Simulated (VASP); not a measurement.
# WSe2: single point with PBEsol

WSe2, a slab with vacuum:

```xyz
3
Lattice="3.3684 0.0000 0.0000 -1.6842 2.9171 0.0000 0.0000 0.0000 16.9111" Properties=species:S:1:pos:R:3 pbc="T T T"
W     0.0000    0.0000    0.0000
Se    0.0000    1.9447    1.6979
Se    0.0000    1.9447   15.2133
```

This cell differs from its parent crystal: strain +0.030 along x and y, +0.015 along z.

```
Program             : VASP 6.6.1
Task                : single point
Functional          : PBEsol
Potentials or basis : VASP PAW PBE potentials, release 64 (W_sv, Se)
Cutoff              : 520 eV
k mesh              : 12 × 12 × 2
Occupations         : gaussian, width 0.05 eV
Spin                : no spin polarisation
```

```yaml
Largest_force: 0.945 eV/Å
Band_gap_on_the_k_mesh: 1.44 eV, direct
```

Forces on the atoms (eV/Å):
```
W    0.000  0.000  0.000
Se   0.000  0.000 -0.945
Se   0.000  0.000  0.945
```

Levels at points of the mesh, in eV from the valence-band top:
```csv
k point,band 9,band 10,band 11,band 12,band 13,band 14,band 15,band 16,band 17,band 18
"(0.00, 0.00, 0.00)",-2.26,-2.06,-1.22,-1.22,-0.28,2.74,2.74,2.88,2.88,4.09
"(0.50, 0.00, 0.00)",-4.01,-2.87,-2.07,-0.97,-0.94,2.19,2.55,3.52,4.11,4.16
"(0.00, 0.00, 0.50)",-2.26,-2.06,-1.22,-1.22,-0.28,2.74,2.74,2.88,2.88,4.12
"(0.50, 0.00, 0.50)",-4.01,-2.87,-2.07,-0.97,-0.94,2.19,2.55,3.52,4.11,4.16
```

It took 87 s on 1 thread of Intel(R) Xeon(R) 6975P-C (Granite Rapids), with other jobs on the host, peak memory 0.36 GiB.

Caveat: the cell differs from its parent crystal (strain +0.030 along x and y, +0.015 along z); the PAW data sets were made with another functional, which shifts forces and pressure a little; spin-orbit coupling is left out, which moves the levels of the heavy elements.
